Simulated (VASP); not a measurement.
Here is a VASP 6.6.1 calculation.

The input INCAR:

```
SYSTEM = Al32ClO48
PREC = Accurate ; ENCUT = 520
EDIFF = 1E-6 ; ISMEAR = -1
SIGMA = 0.01 ; LREAL = Auto
LASPH = .True. ; NELM = 60
ALGO = Normal ; ISIF = 2
LWAVE = .False. ; LCHARG = .False.
GGA = PE ; NBANDS = 242
NELECT = 392.0
```

KPOINTS

```
Automatic mesh
0
Gamma
  1 1 1
  0.25 0.25 0.25
```

POSCAR

```
Al32ClO48
1.0
    4.8078835200      2.7758328500      8.7484141900
   -4.8078835200      2.7758328500      8.7484141900
    0.0000000000     -5.5516656900      8.7484141900
Al O Cl
32 48 1
Direct
    0.3036463000      0.3242953600      0.3261380500
    0.4380054100      0.4185869100      0.4292801500
    0.0737118600      0.0746649600      0.0711498600
    0.1678743900      0.1802206400      0.1778160100
    0.3213876900      0.3237581100      0.8224905100
    0.4204015300      0.4273900900      0.9208492600
    0.0714233700      0.0734603600      0.5755750100
    0.1788043600      0.1756961800      0.6732241000
    0.3229968700      0.8273472800      0.3214285900
    0.4245568700      0.9292262100      0.4238979700
    0.0619287600      0.5720956000      0.0745764200
    0.1690949800      0.6792772200      0.1713773200
    0.3233544100      0.8264975300      0.8228955800
    0.4202238600      0.9272694100      0.9295856500
    0.0801114800      0.5725247000      0.5649133800
    0.1747022000      0.6777013600      0.6726261400
    0.7971176200      0.3272964300      0.3123113200
    0.9164970300      0.4233959900      0.4235867000
    0.5759715900      0.0797689400      0.0700215700
    0.6902093500      0.1728240100      0.1934544000
    0.8257496000      0.3208732200      0.8158556100
    0.9317200700      0.4312499500      0.9132737000
    0.5748628400      0.0719087800      0.5840583100
    0.6770887400      0.1800021200      0.6861264600
    0.8212597100      0.8221779300      0.3254348900
    0.9256734200      0.9222665500      0.4282001100
    0.5898984700      0.5827946300      0.0695971300
    0.6774348300      0.6844010700      0.1747074300
    0.8253639400      0.8246215500      0.8211763100
    0.9253063000      0.9284005500      0.9268590300
    0.5692079000      0.5772595500      0.5734830600
    0.6776811800      0.6773679100      0.6722833100
    0.2179527400      0.0310475400      0.3744019200
    0.4693479700      0.1273812400      0.2782542600
    0.0151394700      0.3737022400      0.2256148700
    0.3697947300      0.2235776700      0.0297642600
    0.1167902200      0.2781957000      0.4751957800
    0.2388656400      0.4740619300      0.1335403400
    0.2209412000      0.0329597200      0.8710379100
    0.4653084600      0.1208916300      0.7881614000
    0.0327096900      0.3752310400      0.7142781800
    0.3797120600      0.2237238100      0.5203560600
    0.1232918100      0.2788416500      0.9695196100
    0.2774956500      0.4720479700      0.6205851100
    0.2288254400      0.5247245700      0.3650097700
    0.4729529700      0.6287191900      0.2753939000
    0.0256095500      0.8765674600      0.2196912000
    0.3670223800      0.7347741900      0.0269317200
    0.1276365500      0.7781215100      0.4655258700
    0.2723884800      0.9755011000      0.1269476700
    0.2141699900      0.5305603700      0.8728247700
    0.4672284900      0.6286660100      0.7759727500
    0.0302873200      0.8743491500      0.7196734500
    0.3720017400      0.7257047400      0.5252429500
    0.1235537800      0.7828442400      0.9691189900
    0.2796909700      0.9740454600      0.6218256100
    0.7222297600      0.0156334700      0.3880230800
    0.9639809900      0.1260509800      0.2774255100
    0.6306679300      0.3409385000      0.2602767000
    0.8786822800      0.2237059400      0.0190424300
    0.6185175800      0.2679299100      0.5101097900
    0.7988792900      0.4981401400      0.0975245500
    0.7238547600      0.0178300000      0.8769485500
    0.9781010900      0.1209371800      0.7772685200
    0.5140896400      0.3850712400      0.7191035700
    0.8733952100      0.2196816200      0.5380787600
    0.6436982900      0.2637995900      0.9212188600
    0.7755928300      0.4767673400      0.6196735200
    0.7128757700      0.5290698500      0.3755022200
    0.9589085900      0.6285231100      0.2805178600
    0.5266926200      0.8803304800      0.2202470900
    0.8727994500      0.7308083000      0.0267442000
    0.6214572200      0.7801094100      0.4712511100
    0.7760166700      0.9782284000      0.1266823600
    0.7343830200      0.5366367800      0.8612459700
    0.9764356500      0.6289102400      0.7690784700
    0.5277866300      0.8746891000      0.7215123600
    0.8800462200      0.7176186700      0.5239566700
    0.6213847300      0.7859039700      0.9703273200
    0.7811189700      0.9645621800      0.6268193700
    0.5055620000      0.4191516400      0.0915660300
```

Potentials or basis: VASP PAW PBE potentials, release 64 (Al, O, Cl).

The run is started by

```bash
$ cat potpaw_PBE.64/Al/POTCAR potpaw_PBE.64/O/POTCAR potpaw_PBE.64/Cl/POTCAR > POTCAR
$ mpirun -np 1 vasp_std > vasp.out
```

(1) What does it give for the largest force?

## Answers

(1) 0.035 eV/Å.

Caveat: the k points lie up to 0.79 Å⁻¹ apart; the cell carries a net charge on a neutralising background, which shifts energy and pressure.
